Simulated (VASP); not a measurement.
# GaP (F-43m) in VASP: single point with PBE

Aim: the single point of GaP with PBE.

Everything below comes from runs of VASP 6.6.1. Logs are shortened: lines on timing, memory, paths and dates and some standing lists are left out, and cuts for length are marked.

### Step 1. The cell of the first run

Symmetry: F-43m, No. 216, cubic system. The conventional cell has a = 5.505 Å, b = 5.505 Å, c = 5.505 Å, α = 90.00°, β = 90.00°, γ = 90.00°. Within 3.1 Å of Ga (site symmetry -43m) lie 4 P at 2.38 Å. Within 3.1 Å of P (site symmetry -43m) lie 4 Ga at 2.38 Å.

### Step 2. Single point, PBE

The input, INCAR:

```
SYSTEM = GaP
ALGO = Normal
EDIFF = 1E-6
ENCUT = 500
GGA = PE
GGA_COMPAT = .False.
ISIF = 2
ISMEAR = 0
LASPH = .True.
LCHARG = .True.
LELF = .True.
LREAL = Auto
LVHAR = .True.
LWAVE = .False.
NBANDS = 166
NELM = 120
PREC = Accurate
SIGMA = 0.02
```

The input, KPOINTS:

```
Automatic mesh
0
Gamma
  2 2 2
  0.5 0.5 0.5
```

The input, POSCAR:

```
GaP
1.0
   -5.5051169637     -5.5051169637      5.5051169637
    5.5051169637      5.5051169637      5.5051169637
   -5.5051169637      5.5051169637     -5.5051169637
Ga P
16 16
Direct
    0.2500000000      0.5000000000      0.2500000000
    0.5000000000      0.5000000000      0.0000000000
    0.2500000000      0.7500000000      0.0000000000
    0.7500000000      0.5000000000      0.7500000000
    0.5000000000      0.7500000000      0.7500000000
    0.2500000000      0.0000000000      0.7500000000
    0.0000000000      0.5000000000      0.5000000000
    0.7500000000      0.7500000000      0.5000000000
    0.5000000000      0.0000000000      0.5000000000
    0.2500000000      0.2500000000      0.5000000000
    0.0000000000      0.7500000000      0.2500000000
    0.7500000000      0.0000000000      0.2500000000
    0.5000000000      0.2500000000      0.2500000000
    0.0000000000      0.0000000000      0.0000000000
    0.7500000000      0.2500000000      0.0000000000
    0.0000000000      0.2500000000      0.7500000000
    0.0000000000      0.2500000000      0.0000000000
    0.2500000000      0.2500000000      0.7500000000
    0.0000000000      0.5000000000      0.7500000000
    0.5000000000      0.2500000000      0.5000000000
    0.2500000000      0.5000000000      0.5000000000
    0.0000000000      0.7500000000      0.5000000000
    0.7500000000      0.2500000000      0.2500000000
    0.5000000000      0.5000000000      0.2500000000
    0.2500000000      0.7500000000      0.2500000000
    0.0000000000      0.0000000000      0.2500000000
    0.7500000000      0.5000000000      0.0000000000
    0.5000000000      0.7500000000      0.0000000000
    0.2500000000      0.0000000000      0.0000000000
    0.7500000000      0.7500000000      0.7500000000
    0.5000000000      0.0000000000      0.7500000000
    0.7500000000      0.0000000000      0.5000000000
```

Potentials or basis: VASP PAW PBE potentials, release 64 (Ga_d, P).

Launch:

```
$ cat potpaw_PBE.64/Ga_d/POTCAR potpaw_PBE.64/P/POTCAR > POTCAR
$ mpirun -np 1 vasp_std > vasp.out
```

OUTCAR:

```text
SYSTEM = GaP
   EDIFF = 1E-6
   ENCUT = 500
   GGA = PE
   ISIF = 2
   ISMEAR = 0
   LASPH = .True.
   LREAL = Auto
   NELM = 120
   PREC = Accurate

 ion  position               nearest neighbor table
   1  0.250  0.500  0.250-  17 2.38  21 2.38  24 2.38  25 2.38
   2  0.500  0.500  0.000-  18 2.38  24 2.38  27 2.38  28 2.38
   3  0.250  0.750  0.000-  19 2.38  25 2.38  28 2.38  29 2.38
   4  0.750  0.500  0.750-  19 2.38  20 2.38  27 2.38  30 2.38
   5  0.500  0.750  0.750-  21 2.38  28 2.38  30 2.38  31 2.38
   6  0.250  0.000  0.750-  18 2.38  22 2.38  29 2.38  31 2.38
[... 24 lines left out ...]
  31  0.500  0.000  0.750-   5 2.38   6 2.38   9 2.38  15 2.38
  32  0.750  0.000  0.500-   8 2.38   9 2.38  12 2.38  16 2.38

  LATTYP: Found a body centered cubic cell.
 ALAT       =    11.0102339274

  Lattice vectors:

 A1 = (  -5.5051169637,  -5.5051169637,   5.5051169637)
 A2 = (   5.5051169637,   5.5051169637,   5.5051169637)
 A3 = (  -5.5051169637,   5.5051169637,  -5.5051169637)

Analysis of symmetry for initial positions (statically):
=====================================================================
 Subroutine PRICEL returns following result:

  LATTYP: Found a face centered cubic cell.
 ALAT       =     5.5051169637

  Lattice vectors:

 A1 = (   2.7525584819,   2.7525584819,   0.0000000000)
 A2 = (   2.7525584818,   0.0000000000,  -2.7525584819)
 A3 = (   0.0000000000,   2.7525584819,  -2.7525584819)

  16 primitive cells build up your supercell.

 Routine SETGRP: Setting up the symmetry group for a
 body centered cubic supercell.

 Subroutine GETGRP returns: Found 24 space group operations
 (whereof 24 operations were pure point group operations)
 out of a pool of 48 trial point group operations.

The static configuration has the point symmetry T_d .

Analysis of symmetry for dynamics (positions and initial velocities):
=====================================================================
 Subroutine PRICEL returns following result:

  LATTYP: Found a face centered cubic cell.
 ALAT       =     5.5051169637

  Lattice vectors:

 A1 = (   2.7525584819,   2.7525584819,   0.0000000000)
 A2 = (   2.7525584818,   0.0000000000,  -2.7525584819)
 A3 = (   0.0000000000,   2.7525584819,  -2.7525584819)

[... 88 lines left out ...]
   EDIFFG = 0.1E-04   stopping-criterion for IOM
   NSW    =      0    number of steps for IOM
[... 5 lines left out ...]
   TEBEG  =    0.0;   TEEND  =   0.0 temperature during run
   PSTRESS=    0.0 pullay stress
   NELECT =     288.0000    total number of electrons
   NUPDOWN=      -1.0000    fix difference up-down
   EMIN   =  10.00;   EMAX   =-10.00  energy-range for DOS
   EFERMI =   0.00;   METHOD = LEGACY
   ISMEAR =     0;   SIGMA  =   0.02  broadening in eV -4-tet -1-fermi 0-gaus
   EFERMI_NEDOS =   21; number of points for ismear=-14 and -15
   IALGO  =     38    algorithm
   IMIX   =      4    mixing-type and parameters
     AMIX     =   0.40;   BMIX     =  1.00
     AMIX_MAG =   1.60;   BMIX_MAG =  1.00
  volume/ion in A,a.u.               =      20.85       140.74
  Fermi-wavevector in a.u.,A,eV,Ry     =   1.237141  2.337857 20.823951  1.530517
  Thomas-Fermi vector in A             =   2.371720
   LORBIT       =      0    0 simple, 1 ext, 2 COOP (PROOUT), +10 PAW based schemes
   GGA     = PE    functional components
   LHFCALC =     F    Hartree Fock is set to
   AEXX    =    0.0000 exact exchange contribution
   IVDW    =     0    specifies the selected vdW correction
   LEPSILON=     F    determine dielectric tensor
   LRPA    =     F    only Hartree local field effects (RPA)
 non-spin polarized calculation
 Gauss-broadening in eV      SIGMA  =   0.02
  energy-cutoff  :      500.00
  volume of cell :      667.36
 maximum number of plane-waves:     17028
 NGX is ok and might be reduce to    70
   NGX = 35   NGY = 35   NGZ = 35

 number of electron     287.9999952 magnetization

 Free energy of the ion-electron system (eV)
  ---------------------------------------------------
  ext. energy  EPLUGINS =         0.00000000
  ---------------------------------------------------
  free energy    TOTEN  =      -146.04598061 eV

  energy without entropy =     -146.04598061  energy(sigma->0) =     -146.04598061

 E-fermi :   3.8878     XC(G=0):  -9.6966

 val. band max:        3.7360226845   @ k =  -0.2500   0.2500   0.2500
 cond. band min:       6.0388310300   @ k =  -0.2500   0.2500   0.2500
 fundamental gap:      2.3028083454
 Fermi energy:         3.8878492417

 k-point     1 :       0.2500    0.2500    0.2500
  band No.  band energies     occupation
      1     -10.2343      2.00000
      2     -10.2343      2.00000
      3     -10.2343      2.00000
      4     -10.2343      2.00000
      5     -10.2343      2.00000
      6     -10.2343      2.00000
[... 148 lines left out ...]
    155       6.8218      0.00000
    156       6.8218      0.00000

 k-point     2 :      -0.2500    0.2500    0.2500
  band No.  band energies     occupation
      1     -10.2490      2.00000
      2     -10.2490      2.00000
      3     -10.2445      2.00000
      4     -10.2330      2.00000
      5     -10.2330      2.00000
      6     -10.2330      2.00000
[... 148 lines left out ...]
    155       7.2797      0.00000
    156       7.5997      0.00000
 [bands above 156 left out]

------------------------ aborting loop because EDIFF is reached ----------------------------------------

  FORCE on cell =-STRESS in cart. coord.  units (eV):
  Direction    XX          YY          ZZ          XY          YZ          ZX
  --------------------------------------------------------------------------------------
  -------------------------------------------------------------------------------------
  Total        0.1999648      0.1999648      0.1999648      0.0000000      0.0000000      0.0000000
  in kB        0.4800698      0.4800698      0.4800698      0.0000000      0.0000000      0.0000000
  external PRESSURE =       0.4800698 kB  Pullay stress =       0.0000000 kB

 VOLUME and BASIS-vectors are now :
 -----------------------------------------------------------------------------
  energy-cutoff  :      500.00
  volume of cell :      667.36
      direct lattice vectors                 reciprocal lattice vectors
    -5.505116964 -5.505116964  5.505116964    -0.090824592  0.000000000  0.090824592
     5.505116964  5.505116964  5.505116964     0.000000000  0.090824592  0.090824592
    -5.505116964  5.505116964 -5.505116964    -0.090824592  0.090824592  0.000000000

 POSITION                                       TOTAL-FORCE (eV/Angst)
 -----------------------------------------------------------------------------------
      0.00000      2.75256      2.75256         0.000000      0.000000      0.000000
      0.00000      0.00000      5.50512        -0.000000      0.000000     -0.000000
      2.75256      2.75256      5.50512         0.000000      0.000000     -0.000000
     -5.50512      2.75256      2.75256         0.000000      0.000000     -0.000000
     -2.75256      5.50512      2.75256        -0.000000      0.000000     -0.000000
     -5.50512      2.75256     -2.75256         0.000000      0.000000      0.000000
[... 24 lines left out ...]
     -6.88140      1.37628     -1.37628         0.000000     -0.000000     -0.000000
     -6.88140     -1.37628      1.37628        -0.000000     -0.000000      0.000000
 -----------------------------------------------------------------------------------
    total drift:                                0.000036     -0.000036     -0.000036

  FREE ENERGIE OF THE ION-ELECTRON SYSTEM (eV)
  ---------------------------------------------------
  free  energy   TOTEN  =      -146.0459806129 eV

  energy  without entropy=     -146.0459806129  energy(sigma->0) =     -146.04598061
```

OSZICAR:

```text
N       E                     dE             d eps       ncg     rms          rms(c)
DAV:   1     0.378073209735E+04    0.37807E+04   -0.11266E+05   680   0.251E+03
DAV:   2     0.802923339315E+03   -0.29778E+04   -0.28928E+04   664   0.734E+02
DAV:   3    -0.440771266562E+02   -0.84700E+03   -0.78484E+03   802   0.246E+02
DAV:   4    -0.141200590632E+03   -0.97123E+02   -0.94957E+02   772   0.777E+01
DAV:   5    -0.150119538229E+03   -0.89189E+01   -0.88838E+01  1016   0.241E+01    0.168E+01
DAV:   6    -0.146343279506E+03    0.37763E+01   -0.98326E+00   952   0.158E+01    0.103E+01
DAV:   7    -0.146032131924E+03    0.31115E+00   -0.39176E+00   816   0.399E+00    0.391E+00
DAV:   8    -0.146036187236E+03   -0.40553E-02   -0.56651E-01   744   0.414E+00    0.840E-01
DAV:   9    -0.146042043769E+03   -0.58565E-02   -0.10498E-01   784   0.177E+00    0.269E-01
DAV:  10    -0.146044599099E+03   -0.25553E-02   -0.20406E-02   992   0.379E-01    0.149E-01
DAV:  11    -0.146046338067E+03   -0.17390E-02   -0.75373E-03   848   0.342E-01    0.116E-01
DAV:  12    -0.146045945864E+03    0.39220E-03   -0.32339E-03   784   0.270E-01    0.861E-03
DAV:  13    -0.146045986854E+03   -0.40990E-04   -0.36013E-04   848   0.502E-02    0.232E-02
DAV:  14    -0.146045979520E+03    0.73339E-05   -0.81636E-05   864   0.419E-02    0.743E-03
DAV:  15    -0.146045980991E+03   -0.14709E-05   -0.71309E-06   576   0.925E-03    0.452E-03
DAV:  16    -0.146045980613E+03    0.37798E-06   -0.11036E-06   408   0.634E-03
   1 F= -.14604598E+03 E0= -.14604598E+03  d E =-.158808E-26
```

stdout:

```text
POSCAR found type information on POSCAR GaP
 POSCAR found :  2 types and      32 ions
 scaLAPACK will be used
 LDA part: xc-table for (Slater+PW92), standard interpolation
 POSCAR, INCAR and KPOINTS ok, starting setup
 FFT: planning ... GRIDC
 FFT: planning ... GRID_SOFT
 FFT: planning ... GRID
 WAVECAR not read
 entering main loop
```

It took 11 min on 1 thread of AMD EPYC 7R43 (Zen 3), shared host; peak memory 0.69 GiB.

What came out:

```yaml
Free_energy: -146.0460 eV
Pressure: 0.0 GPa
Band_gap_on_the_k_mesh: 2.30 eV
```

A k mesh can miss the band edges. As with any semilocal functional, this PBE gap is likely too small.
